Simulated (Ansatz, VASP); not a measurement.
## SiW12 in VASP and in Ansatz

```xyz
13
Lattice="5.6644 0.0000 0.0000 0.0000 5.6644 0.0000 0.0000 0.0000 21.1501" Properties=species:S:1:pos:R:3 pbc="T T T"
W     1.4161    1.4161    4.0000
W     1.4161    4.2483    4.0000
W     4.2483    1.4161    4.0000
W     4.2483    4.2483    4.0000
W     0.0000    0.0000    6.0253
W     0.0000    2.8322    6.0253
W     2.8322    0.0000    6.0253
W     2.8322    2.8322    6.0253
W     1.4161    1.4161    8.0501
W     1.4161    4.2483    8.0501
W     4.2483    1.4161    8.0501
W     4.2483    4.2483    8.0501
Si    2.3602    2.3602   11.1501
```

Alike in both runs: task single point; functional PBE; dispersion D3(BJ); k mesh 5 × 5 × 1; occupations gaussian, width 0.1 eV; no spin polarisation.

|  | VASP | Ansatz |
| --- | --- | --- |
| version | VASP 6.6.1 | Ansatz 0.2.0 |
| potentials or method | VASP PAW PBE potentials, release 64 (W_sv, Si), cutoff 520 eV | scalar-relativistic, plane waves, PAW |
| valence electrons in the cell | 172 | 172 |

|  | VASP | Ansatz | Ansatz less VASP |
| --- | --- | --- | --- |
| gap on the k mesh at the Fermi level (eV) | none | none | - |
| rms of the force components (eV/Å) | 0.555 | 0.551 | -0.0043 |

Atom by atom the forces differ by 0.015 eV/Å (rms over components). A gap of «none» marks a metal or a gap that the smearing closes.

Neither program's run includes spin-orbit coupling.
